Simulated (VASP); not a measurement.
# TiS2 in VASP: single point with PBE0

Aim: the single point of TiS2 with PBE0.

Everything below comes from runs of VASP 6.6.1. Logs are shortened: lines on timing, memory, paths and dates and some standing lists are left out, and cuts for length are marked.

## (1) The cell of the first run

The cell holds a sheet with vacuum, 3 atoms: a = 3.320 Å, b = 3.320 Å, c = 18.865 Å, α = 90.00°, β = 90.00°, γ = 120.00°.

## (2) Single point, PBE0

Contents of POSCAR:

```
TiS2
1.0
    3.3202860969      0.0000000000      0.0000000000
   -1.6601430484      2.8754521077      0.0000000000
    0.0000000000      0.0000000000     18.8650746195
S Ti
2 1
Direct
    0.3333333333      0.6666666667      0.4240640528
    0.6666666667      0.3333333333      0.5759359472
    0.0000000000      0.0000000000      0.5000000000
```

Contents of INCAR.step1:

```
ALGO     = Normal         # electronic algorithm
DIPOL    = 0.5 0.5 0.500
EDIFF    = 1E-5           # SCF threshold, eV
ENCUT    = 400            # plane-wave cutoff, eV
GGA      = PE             # functional
GGA_COMPAT= F            
IDIPOL   = 3            
ISIF     = 2              # what is computed and relaxed
ISMEAR   = 0              # smearing method
LASPH    = T              # aspherical terms in the spheres
LCHARG   = F              # write CHGCAR
LDIPOL   = T            
LREAL    = F              # projectors in reciprocal space
LWAVE    = T              # write WAVECAR
NBANDS   = 19             # bands
NELM     = 120            # most SCF steps
NELMDL   = -8           
PREC     = Accurate       # precision mode
SIGMA    = 0.08           # smearing width, eV
```

Contents of INCAR.step2:

```
AEXX     = 0.25           # exact-exchange fraction
ALGO     = Normal         # electronic algorithm
DIPOL    = 0.5 0.5 0.500
EDIFF    = 1E-6           # SCF threshold, eV
ENCUT    = 400            # plane-wave cutoff, eV
GGA      = PE             # functional
GGA_COMPAT= F            
IDIPOL   = 3            
ISIF     = 2              # what is computed and relaxed
ISMEAR   = 0              # smearing method
ISTART   = 1            
LASPH    = T              # aspherical terms in the spheres
LCHARG   = F              # write CHGCAR
LDIPOL   = T            
LHFCALC  = T              # exact exchange
LREAL    = F              # projectors in reciprocal space
LWAVE    = F              # write WAVECAR
NBANDS   = 19             # bands
NELM     = 120            # most SCF steps
PREC     = Accurate       # precision mode
PRECFOCK = Normal       
SIGMA    = 0.08           # smearing width, eV
```

Contents of KPOINTS:

```
k-points
0
Gamma
  6 6 1
```

Potentials or basis: VASP PAW PBE potentials, release 64 (S, Ti_sv).

Launch:

```console
$ cat potpaw_PBE.64/S/POTCAR potpaw_PBE.64/Ti_sv/POTCAR > POTCAR
$ cp INCAR.step1 INCAR
$ mpirun -np 1 vasp_std > vasp.out
$ cp INCAR.step2 INCAR
$ mpirun -np 1 vasp_std > vasp.out
```

OUTCAR:

```text
AEXX = 0.25
   EDIFF = 1E-6
   ENCUT = 400
   GGA = PE
   ISIF = 2
   ISMEAR = 0
   ISTART = 1
   LASPH = T
   LHFCALC = T
   LREAL = F
   NELM = 120
   PREC = Accurate
   PRECFOCK = Normal

 ion  position               nearest neighbor table
   1  0.333  0.667  0.424-   3 2.39   3 2.39   3 2.39
   2  0.667  0.333  0.576-   3 2.39   3 2.39   3 2.39
   3  0.000  0.000  0.500-   1 2.39   2 2.39   1 2.39   2 2.39   2 2.39   1 2.39

  LATTYP: Found a hexagonal cell.
 ALAT       =     3.3202860969
 C/A-ratio  =     5.6817617726

  Lattice vectors:

 A1 = (   3.3202860969,   0.0000000000,   0.0000000000)
 A2 = (  -1.6601430484,   2.8754521077,   0.0000000000)
 A3 = (   0.0000000000,   0.0000000000,  18.8650746195)

Analysis of symmetry for initial positions (statically):
=====================================================================
 Subroutine PRICEL returns:
 Original cell was already a primitive cell.

 Routine SETGRP: Setting up the symmetry group for a
 hexagonal supercell.

 Subroutine GETGRP returns: Found 12 space group operations
 (whereof 12 operations were pure point group operations)
 out of a pool of 24 trial point group operations.

The static configuration has the point symmetry D_3d.

Analysis of symmetry for dynamics (positions and initial velocities):
=====================================================================
 Subroutine PRICEL returns:
 Original cell was already a primitive cell.

 Routine SETGRP: Setting up the symmetry group for a
 hexagonal supercell.

 Subroutine GETGRP returns: Found 12 space group operations
 (whereof 12 operations were pure point group operations)
 out of a pool of 24 trial point group operations.

The dynamic configuration has the point symmetry D_3d.

 Subroutine INISYM returns: Found 12 space group operations
 (whereof 12 operations are pure point group operations),
 and found     1 'primitive' translations

----------------------------------------------------------------------------------------

                                     Primitive cell

  volume of cell :     180.1110

  direct lattice vectors                    reciprocal lattice vectors
     3.320286097  0.000000000  0.000000000     0.301178866  0.173885699  0.000000000
    -1.660143048  2.875452108  0.000000000     0.000000000  0.347771398  0.000000000
     0.000000000  0.000000000 18.865074619     0.000000000  0.000000000  0.053008007

  length of vectors
     3.320286097  3.320286097 18.865074619     0.347771398  0.347771398  0.053008007

  position of ions in fractional coordinates (direct lattice)
     0.333333333  0.666666667  0.424064053
     0.666666667  0.333333333  0.575935947
     0.000000000  0.000000000  0.500000000

  ion indices of the primitive-cell ions
   primitive index   ion index
                 1           1
                 2           2
                 3           3

----------------------------------------------------------------------------------------

 KPOINTS: k-points

Automatic generation of k-mesh.
 Grid dimensions read from file:
 generate k-points for:    6    6    1

 Generating k-lattice:

  Cartesian coordinates                     Fractional coordinates (reciprocal lattice)
     0.050196478  0.028980950  0.000000000     0.166666667  0.000000000  0.000000000
     0.000000000  0.057961900  0.000000000     0.000000000  0.166666667  0.000000000
     0.000000000  0.000000000  0.053008007     0.000000000  0.000000000  1.000000000

  Length of vectors
     0.057961900  0.057961900  0.053008007

  Shift w.r.t. Gamma in fractional coordinates (k-lattice)
     0.000000000  0.000000000  0.000000000

 Subroutine IBZKPT returns following result:
 ===========================================

 Found      7 irreducible k-points:

 Following reciprocal coordinates:
            Coordinates               Weight
  0.000000  0.000000  0.000000      1.000000
  0.166667  0.000000  0.000000      6.000000
  0.333333  0.000000  0.000000      6.000000
  0.500000  0.000000  0.000000      3.000000
  0.166667  0.166667  0.000000      6.000000
  0.333333  0.166667  0.000000     12.000000
  0.333333  0.333333  0.000000      2.000000
   k-points           NKPTS =      7   k-points in BZ     NKDIM =     36   number of bands    NBANDS=     19
   number of dos      NEDOS =    301   number of ions     NIONS =      3
   total plane-waves  NPLWV =  72576
   dimension x,y,z NGX =    24 NGY =   24 NGZ =  126
   dimension x,y,z NGXF=    48 NGYF=   48 NGZF=  252
   ions per type =               2   1
   NGX,Y,Z   is equivalent  to a cutoff of  12.02, 12.02, 11.10 a.u.
   NGXF,Y,Z  is equivalent  to a cutoff of  24.03, 24.03, 22.21 a.u.
 SYSTEM =  unknown system
   PREC   = accura    normal or accurate (medium, high low for compatibility)
   ISTART =      1    job   : 0-new  1-cont  2-samecut
   ICHARG =      0    charge: 1-file 2-atom 10-const
   ISPIN  =      1    spin polarized calculation?
   LNONCOLLINEAR =      F non collinear calculations
   LSORBIT =      F    spin-orbit coupling
   LASPH  =      T    aspherical Exc in radial PAW
   ENCUT  =  400.0 eV  29.40 Ry    5.42 a.u.   5.41  5.41 30.76*2*pi/ulx,y,z
   NELM   =    120;   NELMIN=  2; NELMDL=  0     # of ELM steps
   EDIFF  = 0.1E-05   stopping-criterion for ELM
   LREAL  =      F    real-space projection
   EDIFFG = 0.1E-04   stopping-criterion for IOM
   NSW    =      0    number of steps for IOM
   IBRION =     -1    ionic relax: 0-MD 1-quasi-New 2-CG
   NFREE  =      0    steps in history (QN), initial steepest desc. (CG)
   ISIF   =      2    stress and relaxation
   ISYM   =      3    0-nonsym 1-usesym 2-fastsym
   POTIM  = 0.5000    time-step for ionic-motion
   TEBEG  =    0.0;   TEEND  =   0.0 temperature during run
   PSTRESS=    0.0 pullay stress
   NELECT =      24.0000    total number of electrons
   NUPDOWN=      -1.0000    fix difference up-down
   EMIN   =  10.00;   EMAX   =-10.00  energy-range for DOS
   EFERMI =   0.00;   METHOD = LEGACY
   ISMEAR =     0;   SIGMA  =   0.08  broadening in eV -4-tet -1-fermi 0-gaus
   EFERMI_NEDOS =   21; number of points for ismear=-14 and -15
   IALGO  =     38    algorithm
   IMIX   =      1    mixing-type and parameters
     AMIX     =   0.40;   BMIX     =  1.00
     AMIX_MAG =   1.60;   BMIX_MAG =  1.00
  volume/ion in A,a.u.               =      60.04       405.15
  Fermi-wavevector in a.u.,A,eV,Ry     =   0.836178  1.580147  9.513098  0.699193
  Thomas-Fermi vector in A             =   1.949859
   LORBIT       =      0    0 simple, 1 ext, 2 COOP (PROOUT), +10 PAW based schemes
   GGA     = PE    functional components
   LHFCALC =     T    Hartree Fock is set to
   PRECFOCK=normal    Normal, Fast or Accurate (Low or Medium for compatibility)
   ENCUT4O =  -1.0   cutoff for four orbital integrals eV
   NKREDX  =     1    reduce k-point grid by
   NKREDY  =     1    reduce k-point grid by
   NKREDZ  =     1    reduce k-point grid by
   AEXX    =    0.2500 exact exchange contribution
   HFSCREEN=    0.0000 screening length (either q_TF or 0.3 A-1)
   HFSCREENC=   0.0000 screening length for correlation (either q_TF or 0.3 A-1)
   ENCUTFOCK=  -1.0 apply spherical cutoff to Coloumb kernel
   IVDW    =     0    specifies the selected vdW correction
   LEPSILON=     F    determine dielectric tensor
   LRPA    =     F    only Hartree local field effects (RPA)
 non-spin polarized calculation
 Gauss-broadening in eV      SIGMA  =   0.08
  energy-cutoff  :      400.00
  volume of cell :      180.11
 maximum number of plane-waves:      3337
 NGX is ok and might be reduce to    24
  NGX = 18; NGY = 18; NGZ = 96

 number of electron      24.0000003 magnetization

 dipolmoment           0.000000      0.000000      0.000000 electrons x Angstroem

 Free energy of the ion-electron system (eV)
  ---------------------------------------------------
  ext. energy  EPLUGINS =         0.00000000
  ---------------------------------------------------
  free energy    TOTEN  =       -26.28178483 eV

  energy without entropy =      -26.28178483  energy(sigma->0) =      -26.28178483

 E-fermi :  -2.2220     XC(G=0):  -2.8275

 val. band max:       -2.6848134231   @ k =   0.0000   0.0000   0.0000
 cond. band min:      -1.6062373085   @ k =   0.5000   0.0000   0.0000
 fundamental gap:      1.0785761146
 Fermi energy:        -2.2219997004

 k-point     1 :       0.0000    0.0000    0.0000
  band No.  band energies     occupation
      1     -65.4759      2.00000
      2     -40.0697      2.00000
      3     -39.9817      2.00000
      4     -39.9817      2.00000
      5     -18.3730      2.00000
      6     -16.9580      2.00000
[... 11 lines left out ...]
     18       3.4277      0.00000
     19       3.6965      0.00000

 k-point     2 :       0.1667    0.0000    0.0000
  band No.  band energies     occupation
      1     -65.4709      2.00000
      2     -40.0608      2.00000
      3     -40.0305      2.00000
      4     -39.9931      2.00000
      5     -17.9867      2.00000
      6     -16.8237      2.00000
[... 11 lines left out ...]
     18       3.9519      0.00000
     19       4.2207      0.00000

 k-point     3 :       0.3333    0.0000    0.0000
  band No.  band energies     occupation
      1     -65.4612      2.00000
      2     -40.1274      2.00000
      3     -40.0426      2.00000
      4     -40.0155      2.00000
      5     -17.0759      2.00000
      6     -16.5190      2.00000
[... 11 lines left out ...]
     18       5.0604      0.00000
     19       5.4904      0.00000

 k-point     4 :       0.5000    0.0000    0.0000
  band No.  band energies     occupation
      1     -65.4564      2.00000
      2     -40.1753      2.00000
      3     -40.0335      2.00000
      4     -40.0266      2.00000
      5     -16.5850      2.00000
      6     -16.2557      2.00000
[... 11 lines left out ...]
     18       4.8576      0.00000
     19       5.3566      0.00000

 k-point     5 :       0.1667    0.1667    0.0000
  band No.  band energies     occupation
      1     -65.4637      2.00000
      2     -40.0942      2.00000
      3     -40.0475      2.00000
      4     -40.0190      2.00000
      5     -17.3239      2.00000
      6     -16.6078      2.00000
[... 11 lines left out ...]
     18       4.9101      0.00000
     19       5.1414      0.00000

 k-point     6 :       0.3333    0.1667    0.0000
  band No.  band energies     occupation
      1     -65.4565      2.00000
      2     -40.1504      2.00000
      3     -40.0519      2.00000
      4     -40.0339      2.00000
      5     -16.5413      2.00000
      6     -16.3290      2.00000
[... 11 lines left out ...]
     18       5.7378      0.00000
     19       6.4118      0.00000

 k-point     7 :       0.3333    0.3333    0.0000
  band No.  band energies     occupation
      1     -65.4542      2.00000
      2     -40.1159      2.00000
      3     -40.1159      2.00000
      4     -40.0300      2.00000
      5     -16.2401      2.00000
      6     -16.2401      2.00000
[... 11 lines left out ...]
     18       6.4161      0.00000
     19       7.1636      0.00000

------------------------ aborting loop because EDIFF is reached ----------------------------------------

 vacuum level on the upper side and lower side of the slab       (xc-potential included)        -0.007        -0.007

  FORCE on cell =-STRESS in cart. coord.  units (eV):
  Direction    XX          YY          ZZ          XY          YZ          ZX
  --------------------------------------------------------------------------------------
  -------------------------------------------------------------------------------------
  Total        1.8154977      1.8154977     -0.2952014      0.0000000      0.0000000      0.0000000
  in kB       16.1497612     16.1497612     -2.6259642      0.0000000      0.0000000      0.0000000
  external PRESSURE =       9.8911860 kB  Pullay stress =       0.0000000 kB

 VOLUME and BASIS-vectors are now :
 -----------------------------------------------------------------------------
  energy-cutoff  :      400.00
  volume of cell :      180.11
      direct lattice vectors                 reciprocal lattice vectors
     3.320286097  0.000000000  0.000000000     0.301178866  0.173885699  0.000000000
    -1.660143048  2.875452108  0.000000000     0.000000000  0.347771398  0.000000000
     0.000000000  0.000000000 18.865074619     0.000000000  0.000000000  0.053008007

 POSITION                                       TOTAL-FORCE (eV/Angst)
 -----------------------------------------------------------------------------------
     -0.00000      1.91697      8.00000        -0.000000     -0.000000      0.040806
      1.66014      0.95848     10.86507         0.000000      0.000000     -0.040806
      0.00000      0.00000      9.43254        -0.000000     -0.000000      0.000000
 -----------------------------------------------------------------------------------
    total drift:                               -0.000000     -0.000000     -0.000000

  FREE ENERGIE OF THE ION-ELECTRON SYSTEM (eV)
  ---------------------------------------------------
  free  energy   TOTEN  =       -26.2817848273 eV

  energy  without entropy=      -26.2817848273  energy(sigma->0) =      -26.28178483

 vacuum level on the upper side and lower side of the slab         3.542         3.542
```

Run time: 25 min. Hardware: 1 thread of Oxide Virtual Turin-like, shared host; peak memory 0.24 GiB.

What came out:

* Free energy: -26.2818 eV
* Largest force: 0.041 eV/Å
* Band gap on the k mesh: 1.08 eV (least direct gap 1.68 eV)

Forces in eV/Å, atoms in the order of the input:
```
S    0.000  0.000  0.041
S    0.000  0.000 -0.041
Ti   0.000  0.000  0.000
```

Caveat: the PAW data sets were made with another functional, which shifts forces and pressure a little.
